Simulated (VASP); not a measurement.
Set up this calculation in VASP 6.6.1, as the native input.

| Item | Value |
| --- | --- |
| Task | single point |
| Functional | PBE |
| Potentials or basis | VASP PAW PBE potentials, release 64 (Hf_pv) |
| Cutoff | 500 eV |
| k mesh | 6 × 6 × 6 |
| Occupations | gaussian, width 0.1 eV |
| Spin | no spin polarisation |
| Dipole correction | no |
| Further INCAR settings | ALGO = Normal; EDIFF = 1e-06; NBANDS = 22 |

The structure of Hf lies in POSCAR:

```
Hf
1.0
    4.8742535849      0.0000000000      0.0000000000
   -2.4371267925      4.2212274290      0.0000000000
    0.0000000000      0.0000000000      3.0144378751
Hf
3
Direct
    0.0000000000      0.0000000000      0.0000000000
    0.3333333333      0.6666666667      0.5000000000
    0.6666666667      0.3333333333      0.5000000000
```

This isn't the form of Hf at room conditions, which is hcp.

These files were run (other wordings do the same):

INCAR

```
SYSTEM = Hf
PREC = Accurate
ENCUT = 500
EDIFF = 1E-6
ISMEAR = 0
SIGMA = 0.1
LREAL = .False.
LASPH = .True.
NELM = 120
ALGO = Normal
ISIF = 2
LWAVE = .False.
LCHARG = .False.
GGA = PE
NBANDS = 22
GGA_COMPAT = .False.
```

KPOINTS

```
regular mesh
0
Gamma
  6 6 6
  0 0 0
```

Potentials or basis: VASP PAW PBE potentials, release 64 (Hf_pv).

Run with:

```bash
$ cat potpaw_PBE.64/Hf_pv/POTCAR > POTCAR
$ mpirun -np 1 vasp_std > vasp.out
```

Results of the run:

```
Pressure               : 8.9 GPa
Band gap on the k mesh : zero (bands 15 and 16 overlap by 0.87 eV)
```

Caveat: the cell stands under pressure; spin-orbit coupling is left out, which moves the levels of the heavy elements.

Run time: 23 s on 1 thread of AMD EPYC 7R13 Processor (Zen 3), with other jobs on the host, peak memory 0.16 GiB.
